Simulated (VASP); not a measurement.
# Cd (Im-3m) in VASP: a series of runs, part 2 of 2

VASP 6.6.1. Earlier steps stand in the parts before.

## (4) Single point, LDA

This run uses another cell than the first one, of 16.89 Å³/atom.

Contents of INCAR:

```
SYSTEM = Cd
ALGO = Normal
EDIFF = 1E-6
ENCUT = 500
GGA = CA
GGA_COMPAT = .False.
ISIF = 2
ISMEAR = 0
LASPH = .True.
LCHARG = .False.
LREAL = .False.
LWAVE = .False.
NBANDS = 12
NELM = 120
PREC = Accurate
SIGMA = 0.05
```

Contents of KPOINTS:

```
k-points
0
Gamma
  19 19 19
  0 0 0
```

Contents of POSCAR:

```
Cd
1.0
   -1.6161658193      1.6161658193      1.6161658193
    1.6161658193     -1.6161658193      1.6161658193
    1.6161658193      1.6161658193     -1.6161658193
Cd
1
Direct
    0.0000000000      0.0000000000      0.0000000000
```

Potentials or basis: VASP PAW LDA potentials, release 64 (Cd).

Command:

```console
$ cat potpaw_LDA.64/Cd/POTCAR > POTCAR
$ mpirun -np 1 vasp_std > vasp.out
```

OUTCAR:

```text
SYSTEM = Cd
   EDIFF = 1E-6
   ENCUT = 500
   GGA = CA
   ISIF = 2
   ISMEAR = 0
   LASPH = .True.
   LREAL = .False.
   NELM = 120
   PREC = Accurate

 ion  position               nearest neighbor table
   1  0.000  0.000  0.000-

  LATTYP: Found a body centered cubic cell.
 ALAT       =     3.2323316386

  Lattice vectors:

 A1 = (  -1.6161658193,   1.6161658193,   1.6161658193)
 A2 = (   1.6161658193,  -1.6161658193,   1.6161658193)
 A3 = (   1.6161658193,   1.6161658193,  -1.6161658193)

Analysis of symmetry for initial positions (statically):
=====================================================================
 Subroutine PRICEL returns:
 Original cell was already a primitive cell.

 Routine SETGRP: Setting up the symmetry group for a
 body centered cubic supercell.

 Subroutine GETGRP returns: Found 48 space group operations
 (whereof 48 operations were pure point group operations)
 out of a pool of 48 trial point group operations.

The static configuration has the point symmetry O_h .

Analysis of symmetry for dynamics (positions and initial velocities):
[... 157 lines left out ...]
 E-fermi :   5.2354     XC(G=0): -12.7512

 val. band max:        5.2199611292   @ k =  -0.3684  -0.4211   0.1579
 cond. band min:       5.2430068485   @ k =  -0.4737   0.4737   0.3158
 fundamental gap:      0.0230457193
 Fermi energy:         5.2353848109

 k-point     1 :       0.0000    0.0000    0.0000
  band No.  band energies     occupation
      1      -6.1820      2.00000
      2      -5.3179      2.00000
      3      -5.3179      2.00000
      4      -5.3179      2.00000
      5      -4.2238      2.00000
      6      -4.2238      2.00000
      7      21.5993      0.00000
      8      21.5993      0.00000
      9      21.5993      0.00000
     10      25.2586      0.00000
     11      25.2586      0.00000
     12      25.2586      0.00000
[... 331 lines left out ...]
 k-point    24 :       0.3158    0.1053   -0.0000
  band No.  band energies     occupation
      1      -5.9537      2.00000
      2      -5.7447      2.00000
      3      -4.3765      2.00000
      4      -4.2768      2.00000
      5      -3.9538      2.00000
      6      -0.6901      2.00000
      7       8.5036      0.00000
      8      14.3812      0.00000
      9      16.6993      0.00000
     10      21.8110      0.00000
     11      24.5981      0.00000
     12      26.4859      0.00000

 [... further k-points ...]
[... 5 lines left out ...]
  --------------------------------------------------------------------------------------
  -------------------------------------------------------------------------------------
  Total        2.2577640      2.2577640      2.2577640      0.0000000      0.0000000      0.0000000
  in kB      214.2256113    214.2256113    214.2256113      0.0000000      0.0000000      0.0000000
  external PRESSURE =     214.2256113 kB  Pullay stress =       0.0000000 kB

 VOLUME and BASIS-vectors are now :
 -----------------------------------------------------------------------------
  energy-cutoff  :      500.00
  volume of cell :       16.89
      direct lattice vectors                 reciprocal lattice vectors
    -1.616165819  1.616165819  1.616165819     0.000000000  0.309374195  0.309374195
     1.616165819 -1.616165819  1.616165819     0.309374195  0.000000000  0.309374195
     1.616165819  1.616165819 -1.616165819     0.309374195  0.309374195  0.000000000

 POSITION                                       TOTAL-FORCE (eV/Angst)
 -----------------------------------------------------------------------------------
      0.00000      0.00000      0.00000         0.000000      0.000000      0.000000
 -----------------------------------------------------------------------------------
    total drift:                                0.000000     -0.000000      0.000000

  FREE ENERGIE OF THE ION-ELECTRON SYSTEM (eV)
  ---------------------------------------------------
  free  energy   TOTEN  =        -1.2434999753 eV

  energy  without entropy=       -1.2429867603  energy(sigma->0) =       -1.24324337
```

OSZICAR:

```text
N       E                     dE             d eps       ncg     rms          rms(c)
DAV:   1     0.703143083057E+02    0.70314E+02   -0.70127E+03  5744   0.101E+03
DAV:   2    -0.165810265147E+00   -0.70480E+02   -0.67237E+02  5772   0.245E+02
DAV:   3    -0.135181238020E+01   -0.11860E+01   -0.11853E+01  6200   0.354E+01
DAV:   4    -0.135330872599E+01   -0.14963E-02   -0.14963E-02  5884   0.125E+00
DAV:   5    -0.135331196266E+01   -0.32367E-05   -0.32362E-05  6088   0.574E-02    0.669E+00
DAV:   6    -0.125815360957E+01    0.95158E-01   -0.21081E-01  5984   0.635E+00    0.462E+00
DAV:   7    -0.124524902058E+01    0.12905E-01   -0.20414E-02  6504   0.160E+00    0.183E+00
DAV:   8    -0.124349302099E+01    0.17560E-02   -0.20989E-03  5576   0.695E-01    0.590E-02
DAV:   9    -0.124349807770E+01   -0.50567E-05   -0.24273E-06  6148   0.150E-02    0.192E-02
DAV:  10    -0.124349997895E+01   -0.19013E-05   -0.13629E-06  5368   0.135E-02    0.108E-03
DAV:  11    -0.124349997525E+01    0.37019E-08   -0.16222E-08  2828   0.134E-03
   1 F= -.12435000E+01 E0= -.12432434E+01  d E =-.513215E-03
```

stdout:

```text
POSCAR found type information on POSCAR Cd
 POSCAR found :  1 types and       1 ions
 scaLAPACK will be used
 LDA part: xc-table for (Slater(with rela. corr.)+CA(PZ))
 , standard interpolation
 POSCAR, INCAR and KPOINTS ok, starting setup
 FFT: planning ... GRIDC
 FFT: planning ... GRID_SOFT
 FFT: planning ... GRID
 WAVECAR not read
 entering main loop
```

It took 11 s on 1 thread of Intel Xeon 6975P-C (Granite Rapids), shared host; peak memory 0.14 GiB.

Results:

| Property | Result |
| --- | --- |
| Free energy | -1.2435 eV |
| Pressure | 21.4 GPa |
| Band gap on the k mesh | zero (bands 6 and 7 overlap by 3.61 eV) |

Levels at points of the mesh, in eV from the Fermi level:
```
           k point  band 4  band 5  band 6  band 7  band 8  band 9
(0.00, 0.00, 0.00)  -10.55   -9.46   -9.46   16.36   16.36   16.36
```

Caveat: the cell stands under pressure.

## (5) Summary

| task | cell | gap on the mesh (eV) | pressure (GPa) |
| --- | --- | --- | --- |
| relaxation of cell and atoms | relaxed to 10 GPa from a = 3.040 Å, angles 109.5°, 1 atom | none | 10.2 |
| relaxation of cell and atoms | relaxed to 20 GPa from a = 3.040 Å, angles 109.5°, 1 atom | none | 20.1 |
| single point | a = 2.799 Å, angles 109.5°, 1 atom | none | 21.4 |

Alike in all rows: level LDA; potentials or basis VASP PAW LDA potentials, release 64 (Cd); no spin polarisation; k mesh 19 × 19 × 19; cutoff (eV) 500; smearing gaussian 0.05 eV.

Caveats: the cell is relaxed towards a set pressure, so the run minimises the enthalpy, not the energy (at least some runs); the volume moved by over 15 % at a fixed basis, so the end points are rough (at least some runs); the cell stands under pressure (at least some runs).

Total energies depend on the potentials used, so only differences within one code and one set of settings carry meaning.
